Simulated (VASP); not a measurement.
# W2C (P-3m1) in VASP: notebook

W2C is run at these levels: BLYP, r2SCAN, PBE+U; tasks: single point.

All numbers are computed with VASP 6.6.1; they aren't measurements. Logs are shortened: lines on timing, memory, paths and dates and some standing lists are left out, and cuts for length are marked.

## 1. The cell of the first run

Symmetry: P-3m1, No. 164, trigonal system. The conventional cell has a = 3.070 Å, b = 3.070 Å, c = 4.678 Å, α = 90.00°, β = 90.00°, γ = 120.00°. Within 3.1 Å of W (site symmetry 3m) lie 3 C at 2.13 Å and 12 W at 2.91 to 3.07 Å. Within 2.8 Å of C (site symmetry -3m) lie 6 W at 2.13 Å.

## 2. Single point, BLYP

Input file INCAR:

```
SYSTEM = W2C
PREC = Accurate
ENCUT = 600
EDIFF = 1E-6
ISMEAR = 0
SIGMA = 0.1
LREAL = .FALSE.
LASPH = .TRUE.
NELM = 120
ALGO = Normal
ISIF = 2
LWAVE = .FALSE.
LCHARG = .FALSE.
GGA = B5
ALDAX = 1.0
AGGAX = 1.0
AGGAC = 1.0
ALDAC = 0.0
NBANDS = 23
GGA_COMPAT = .FALSE.
```

Input file KPOINTS:

```
regular mesh
0
G
  6 6 4
  0 0 0
```

Input file POSCAR:

```
W2C
1.0
    3.0700456420      0.0000000000      0.0000000000
   -1.5350228210      2.6587375167      0.0000000000
    0.0000000000      0.0000000000      4.6784280000
W C
2 1
Direct
    0.3333333333      0.6666666667      0.7463310000
    0.6666666667      0.3333333333      0.2536690000
    0.0000000000      0.0000000000      0.0000000000
```

Potentials or basis: VASP PAW PBE potentials, release 64 (W_sv, C).

On the command line:

```console
> cat potpaw_PBE.64/W_sv/POTCAR potpaw_PBE.64/C/POTCAR > POTCAR
> mpirun -np 1 vasp_std > vasp.out
```

OUTCAR:

```text
SYSTEM = W2C
   PREC = Accurate
   ENCUT = 600
   EDIFF = 1E-6
   ISMEAR = 0
   LREAL = .FALSE.
   LASPH = .TRUE.
   NELM = 120
   ISIF = 2
   GGA = B5

 ion  position               nearest neighbor table
   1  0.333  0.667  0.746-   3 2.13   3 2.13   3 2.13   2 2.91   2 2.91   2 2.91   2 2.96   2 2.96
                             2 2.96
   2  0.667  0.333  0.254-   3 2.13   3 2.13   3 2.13   1 2.91   1 2.91   1 2.91   1 2.96   1 2.96
                             1 2.96
   3  0.000  0.000  0.000-   1 2.13   2 2.13   1 2.13   2 2.13   2 2.13   1 2.13

  LATTYP: Found a hexagonal cell.
 ALAT       =     3.0700456420
 C/A-ratio  =     1.5238952594

  Lattice vectors:

 A1 = (   3.0700456420,   0.0000000000,   0.0000000000)
 A2 = (  -1.5350228210,   2.6587375167,   0.0000000000)
 A3 = (   0.0000000000,   0.0000000000,   4.6784280000)

Analysis of symmetry for initial positions (statically):
=====================================================================
 Subroutine PRICEL returns:
 Original cell was already a primitive cell.

 Routine SETGRP: Setting up the symmetry group for a
 hexagonal supercell.

 Subroutine GETGRP returns: Found 12 space group operations
 (whereof 12 operations were pure point group operations)
 out of a pool of 24 trial point group operations.

The static configuration has the point symmetry D_3d.

Analysis of symmetry for dynamics (positions and initial velocities):
=====================================================================
 Subroutine PRICEL returns:
 Original cell was already a primitive cell.

 Routine SETGRP: Setting up the symmetry group for a
 hexagonal supercell.

 Subroutine GETGRP returns: Found 12 space group operations
 (whereof 12 operations were pure point group operations)
 out of a pool of 24 trial point group operations.

The dynamic configuration has the point symmetry D_3d.

 Subroutine INISYM returns: Found 12 space group operations
 (whereof 12 operations are pure point group operations),
 and found     1 'primitive' translations

----------------------------------------------------------------------------------------

                                     Primitive cell

  volume of cell :      38.1874

  direct lattice vectors                    reciprocal lattice vectors
     3.070045642  0.000000000  0.000000000     0.325728056  0.188059181  0.000000000
    -1.535022821  2.658737517  0.000000000     0.000000000  0.376118362  0.000000000
     0.000000000  0.000000000  4.678428000     0.000000000  0.000000000  0.213747011

[... 83 lines left out ...]
   NELM   =    120;   NELMIN=  2; NELMDL= -5     # of ELM steps
   EDIFF  = 0.1E-05   stopping-criterion for ELM
   LREAL  =      F    real-space projection
   EDIFFG = 0.1E-04   stopping-criterion for IOM
   NSW    =      0    number of steps for IOM
   IBRION =     -1    ionic relax: 0-MD 1-quasi-New 2-CG
   NFREE  =      0    steps in history (QN), initial steepest desc. (CG)
   ISIF   =      2    stress and relaxation
   ISYM   =      2    0-nonsym 1-usesym 2-fastsym
   POTIM  = 0.5000    time-step for ionic-motion
   TEBEG  =    0.0;   TEEND  =   0.0 temperature during run
   PSTRESS=    0.0 pullay stress
   NELECT =      32.0000    total number of electrons
   NUPDOWN=      -1.0000    fix difference up-down
   EMIN   =  10.00;   EMAX   =-10.00  energy-range for DOS
   EFERMI =   0.00;   METHOD = LEGACY
   ISMEAR =     0;   SIGMA  =   0.10  broadening in eV -4-tet -1-fermi 0-gaus
   EFERMI_NEDOS =   21; number of points for ismear=-14 and -15
   IALGO  =     38    algorithm
   IMIX   =      4    mixing-type and parameters
     AMIX     =   0.40;   BMIX     =  1.00
     AMIX_MAG =   1.60;   BMIX_MAG =  1.00
  volume/ion in A,a.u.               =      12.73        85.90
  Fermi-wavevector in a.u.,A,eV,Ry     =   1.543422  2.916645 32.411147  2.382152
  Thomas-Fermi vector in A             =   2.649087
   LORBIT       =      0    0 simple, 1 ext, 2 COOP (PROOUT), +10 PAW based schemes
   GGA     = B5    functional components
   LHFCALC =     F    Hartree Fock is set to
   AEXX    =    0.0000 exact exchange contribution
   IVDW    =     0    specifies the selected vdW correction
   LEPSILON=     F    determine dielectric tensor
   LRPA    =     F    only Hartree local field effects (RPA)
 non-spin polarized calculation
 Gauss-broadening in eV      SIGMA  =   0.10
  energy-cutoff  :      600.00
  volume of cell :       38.19
 maximum number of plane-waves:      1288
 NGX is ok and might be reduce to    28
   NGX = 13   NGY = 13   NGZ = 19

 number of electron      32.0000000 magnetization

 Free energy of the ion-electron system (eV)
  ---------------------------------------------------
  ext. energy  EPLUGINS =         0.00000000
  ---------------------------------------------------
  free energy    TOTEN  =       -30.84849002 eV

  energy without entropy =      -30.84083974  energy(sigma->0) =      -30.84466488

 E-fermi :  12.0648     XC(G=0): -12.7809

 val. band max:       11.9954463847   @ k =   0.1667  -0.0000   0.2500
 cond. band min:      12.1066808276   @ k =   0.1667   0.1667   0.2500
 fundamental gap:      0.1112344430
 Fermi energy:        12.0647562027

 k-point     1 :       0.0000    0.0000    0.0000
  band No.  band energies     occupation
      1     -62.3564      2.00000
      2     -62.2783      2.00000
      3     -27.2856      2.00000
      4     -26.6945      2.00000
      5     -26.6945      2.00000
      6     -26.5578      2.00000
[... 613 lines left out ...]
     22      18.2846      0.00000
     23      18.5490      0.00000

------------------------ aborting loop because EDIFF is reached ----------------------------------------

  FORCE on cell =-STRESS in cart. coord.  units (eV):
  Direction    XX          YY          ZZ          XY          YZ          ZX
  --------------------------------------------------------------------------------------
  -------------------------------------------------------------------------------------
  Total        3.0050120      3.0050120      2.4156250      0.0000000      0.0000000     -0.0000000
  in kB      126.0771969    126.0771969    101.3490905      0.0000000      0.0000000     -0.0000000
  external PRESSURE =     117.8344947 kB  Pullay stress =       0.0000000 kB

 VOLUME and BASIS-vectors are now :
 -----------------------------------------------------------------------------
  energy-cutoff  :      600.00
  volume of cell :       38.19
      direct lattice vectors                 reciprocal lattice vectors
     3.070045642  0.000000000  0.000000000     0.325728056  0.188059181  0.000000000
    -1.535022821  2.658737517  0.000000000     0.000000000  0.376118362  0.000000000
     0.000000000  0.000000000  4.678428000     0.000000000  0.000000000  0.213747011

 POSITION                                       TOTAL-FORCE (eV/Angst)
 -----------------------------------------------------------------------------------
     -0.00000      1.77249      3.49166         0.000000      0.000000     -0.295809
      1.53502      0.88625      1.18677        -0.000000     -0.000000      0.295809
      0.00000      0.00000      0.00000        -0.000000      0.000000      0.000000
 -----------------------------------------------------------------------------------
    total drift:                                0.000000      0.000000      0.000000

  FREE ENERGIE OF THE ION-ELECTRON SYSTEM (eV)
  ---------------------------------------------------
  free  energy   TOTEN  =       -30.8484900229 eV

  energy  without entropy=      -30.8408397420  energy(sigma->0) =      -30.84466488
```

stdout:

```text
POSCAR found type information on POSCAR W C
 POSCAR found :  2 types and       3 ions
 scaLAPACK will be used
 -----------------------------------------------------------------------------
|                                                                             |
|                                                                             |
|     You enforced a specific xc type in the INCAR file but a different       |
|     I HOPE YOU KNOW WHAT YOU ARE DOING!                                     |
|                                                                             |
 -----------------------------------------------------------------------------

 LDA part: xc-table for (Slater(with rela. corr.)+VWN5), standard interpolation
 POSCAR, INCAR and KPOINTS ok, starting setup
 FFT: planning ... GRIDC
 FFT: planning ... GRID_SOFT
 FFT: planning ... GRID
 WAVECAR not read
 entering main loop
```

Run time: 84 s. Hardware: 1 thread of Intel Xeon Platinum 8375C at 2.90GHz (Ice Lake), shared host; peak memory 0.19 GiB.

Results:

```
Free energy            : -30.8485 eV
Pressure               : 11.8 GPa
Largest force          : 0.296 eV/Å
Band gap on the k mesh : zero (bands 16 and 17 overlap by 2.40 eV)
```

Forces on the atoms (eV/Å):
```
W    0.000  0.000 -0.296
W    0.000  0.000  0.296
C    0.000  0.000  0.000
```

Caveat: the k points lie up to 0.39 Å⁻¹ apart, too coarse for converged energies and pressures of a metal; the PAW data sets were made with another functional, which shifts forces and pressure a little; spin-orbit coupling is left out, which moves the levels of the heavy elements.

## 3. Single point, r2SCAN

POSCAR is that of step 2.

Input file INCAR.step1:

```
  ALGO = Normal
  EDIFF = 1E-5
  ENCUT = 660
  GGA = PE
  GGA_COMPAT = F
  ISMEAR = 1
  LASPH = T
  LCHARG = F
  LREAL = F
  LWAVE = T
  NBANDS = 23
  NELM = 120
  PREC = Accurate
  SIGMA = 0.19
```

Input file INCAR.step2:

```
  ALGO = Normal
  EDIFF = 1E-6
  ENCUT = 660
  GGA_COMPAT = F
  ISIF = 2
  ISMEAR = 1
  ISTART = 1
  LASPH = T
  LCHARG = F
  LMIXTAU = T
  LREAL = F
  LWAVE = F
  METAGGA = R2SCAN
  NBANDS = 23
  NELM = 120
  PREC = Accurate
  SIGMA = 0.19
```

Input file KPOINTS:

```
k-points
0
Gamma
  6 6 2
```

Potentials or basis: VASP PAW PBE potentials, release 64 (W_sv, C).

On the command line:

```console
> cat potpaw_PBE.64/W_sv/POTCAR potpaw_PBE.64/C/POTCAR > POTCAR
> cp INCAR.step1 INCAR
> mpirun -np 1 vasp_std > vasp.out
> cp INCAR.step2 INCAR
> mpirun -np 1 vasp_std > vasp.out
```

Wall time 2.4 min (1 thread of Intel Xeon Platinum 8375C at 2.90GHz (Ice Lake), shared host); peak memory 0.19 GiB.

It converged, with:

- Free energy: -112.5369 eV
- Pressure: -5.5 GPa
- Largest force: 0.103 eV/Å
- Band gap on the k mesh: zero (bands 16 and 17 overlap by 2.59 eV)

Forces on the atoms (eV/Å):
```
W    0.000  0.000  0.103
W    0.000  0.000 -0.103
C    0.000  0.000  0.000
```

Stress tensor (GPa, compression positive):
```
-3.64  0.00  0.00
 0.00 -3.64  0.00
 0.00  0.00 -9.26
```

Levels at points of the mesh, in eV from the Fermi level:
```
           k point  band 12  band 13  band 14  band 15  band 16  band 17  band 18  band 19  band 20  band 21
(0.00, 0.00, 0.00)    -5.88    -4.50    -1.62    -1.54    -1.54    -1.27    -1.27     0.47     0.47     1.50
(0.50, 0.00, 0.00)    -6.26    -5.77    -3.84    -2.09     1.32     2.22     2.49     3.07     3.18     3.46
(0.00, 0.00, 0.50)    -6.21    -3.52    -3.16    -2.49    -2.49     0.88     0.88     1.60     1.60     3.35
(0.50, 0.00, 0.50)    -5.76    -4.37    -3.05    -2.83    -0.69     0.13     1.99     2.56     2.86     3.20
```

Caveat: the k points lie up to 0.67 Å⁻¹ apart, too coarse for converged energies and pressures of a metal; the PAW data sets were made with another functional, which shifts forces and pressure a little; spin-orbit coupling is left out, which moves the levels of the heavy elements.

## 4. Single point, PBE+U

Input file INCAR:

```
PREC     = Accurate       # precision mode
ENCUT    = 600            # plane-wave cutoff, eV
EDIFF    = 1E-6           # SCF threshold, eV
ISMEAR   = 0              # smearing method
SIGMA    = 0.1            # smearing width, eV
LREAL    = False          # projectors in reciprocal space
LASPH    = True           # aspherical terms in the spheres
NELM     = 200            # most SCF steps
ALGO     = Normal         # electronic algorithm
ISIF     = 2              # what is computed and relaxed
LWAVE    = False          # write WAVECAR
LCHARG   = False          # write CHGCAR
LMAXMIX  = 4              # l up to which the mixer works
LDAU     = True           # DFT+U
LDAUTYPE = 2            
LDAUL    = 2 -1           # shell
LDAUU    = 5.3 0          # U, eV
LDAUJ    = 0 0          
LDAUPRINT= 1            
GGA      = PE             # functional
NBANDS   = 23             # bands
GGA_COMPAT= False
```

Input file KPOINTS:

```
Automatic mesh
0
Gamma
  6 6 4
```

POSCAR is that of step 3.

On the command line:

```console
> cat potpaw_PBE.64/W_sv/POTCAR potpaw_PBE.64/C/POTCAR > POTCAR
> mpirun -np 1 vasp_std > vasp.out
```

It took 48 s on 1 thread of Intel Xeon Platinum 8375C at 2.90GHz (Ice Lake), shared host; peak memory 0.19 GiB.

The run converged. Its results:

* Free energy: -23.2014 eV
* Pressure: 9.8 GPa
* Largest force: 0.336 eV/Å
* Band gap on the k mesh: zero (bands 16 and 17 overlap by 2.48 eV)

Forces on the atoms (eV/Å):
```
W    0.000  0.000 -0.336
W    0.000  0.000  0.336
C    0.000  0.000  0.000
```

Stress tensor (GPa, compression positive):
```
10.43  0.00  0.00
 0.00 10.43  0.00
 0.00  0.00  8.69
```

Levels at points of the mesh, in eV from the Fermi level:
```tsv
k point	band 14	band 15	band 16	band 17	band 18	band 19
(0.00, 0.00, 0.00)	-1.50	-1.50	-1.45	-1.13	-1.13	0.55
(0.50, 0.00, 0.00)	-3.85	-2.15	1.35	2.11	2.40	2.99
(0.00, 0.00, 0.50)	-3.14	-2.25	-2.25	0.78	0.78	1.70
(0.50, 0.00, 0.50)	-3.18	-2.91	-0.73	0.06	2.14	2.67
```

Eigenvalues of the final occupation matrices:
| site | spin | trace | eigenvalues |
| --- | --- | --- | --- |
| site 1 d | 1 | 1.66 | 0.30 0.30 0.30 0.38 0.38 |
| site 1 d | 2 | 1.66 | 0.30 0.30 0.30 0.38 0.38 |
| site 2 d | 1 | 1.66 | 0.30 0.30 0.30 0.38 0.38 |
| site 2 d | 2 | 1.66 | 0.30 0.30 0.30 0.38 0.38 |

Caveat: the k points lie up to 0.39 Å⁻¹ apart, too coarse for converged energies and pressures of a metal; spin-orbit coupling is left out, which moves the levels of the heavy elements; U without spin polarisation on a metal has little footing; the U is typed as a test and isn't derived for this compound.

## 5. The runs side by side

| level | U | k mesh | cutoff (eV) | smearing | gap on the mesh (eV) | pressure (GPa) | largest force (eV/Å) |
| --- | --- | --- | --- | --- | --- | --- | --- |
| BLYP | - | 6 × 6 × 4 | 600 | gaussian 0.1 eV | none | 11.8 | 0.30 |
| r2SCAN | - | 6 × 6 × 2 | 660 | methfessel-paxton 0.19 eV | none | -5.5 | 0.10 |
| PBE+U | W d U = 5.3 eV | 6 × 6 × 4 | 600 | gaussian 0.1 eV | none | 9.8 | 0.34 |

Alike in all rows: task single point; potentials or basis VASP PAW PBE potentials, release 64 (W_sv, C); no spin polarisation; cell as given.

Caveats: all runs use coarse meshes; spin-orbit coupling is left out, which moves the levels of the heavy elements; the PAW data sets were made with another functional, which shifts forces and pressure a little (at least some runs); U without spin polarisation on a metal has little footing (at least some runs); the U is typed as a test and isn't derived for this compound (at least some runs).

Total energies depend on the potentials used, so only differences within one code and one set of settings carry meaning.

The gap in the log of VASP goes by the Fermi energy; the results here count the filled bands.